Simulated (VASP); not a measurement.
A run of VASP 6.6.1:

Contents of INCAR:

```
ALGO = Normal
EDIFF = 1E-6
ENCUT = 520
GGA = PE
ISIF = 2
ISMEAR = 0
LASPH = T
LCHARG = T
LELF = T
LREAL = F
LVHAR = T
LWAVE = F
NBANDS = 15
NELM = 80
PREC = Accurate
SIGMA = 0.01
```

The input KPOINTS:

```
k-points
0
Gamma
  4 4 4
```

The input POSCAR:

```
CaSe
1.0
    3.6347849047      0.0000000000      0.0000000000
    0.0000000000      3.6347849047      0.0000000000
    0.0000000000      0.0000000000      3.6347849047
Ca Se
1 1
Direct
    0.0000000000      0.0000000000      0.0000000000
    0.5000000000      0.5000000000      0.5000000000
```

Potentials or basis: VASP PAW PBE potentials, release 64 (Ca_sv, Se).

Launch:

```console
$ cat potpaw_PBE.64/Ca_sv/POTCAR potpaw_PBE.64/Se/POTCAR > POTCAR
$ mpirun -np 1 vasp_std > vasp.out
```

Hardware: 1 thread of Intel(R) Xeon(R) Platinum 8259CL CPU @ 2.50GHz (Skylake/Cascade Lake), with other jobs on the host.

Q: How long does it take, and how much memory?

A: It took 8.8 s on 1 thread of Intel(R) Xeon(R) Platinum 8259CL CPU @ 2.50GHz (Skylake/Cascade Lake), with other jobs on the host, peak memory 0.15 GiB. Counts: scf iterations 13, k points 10.
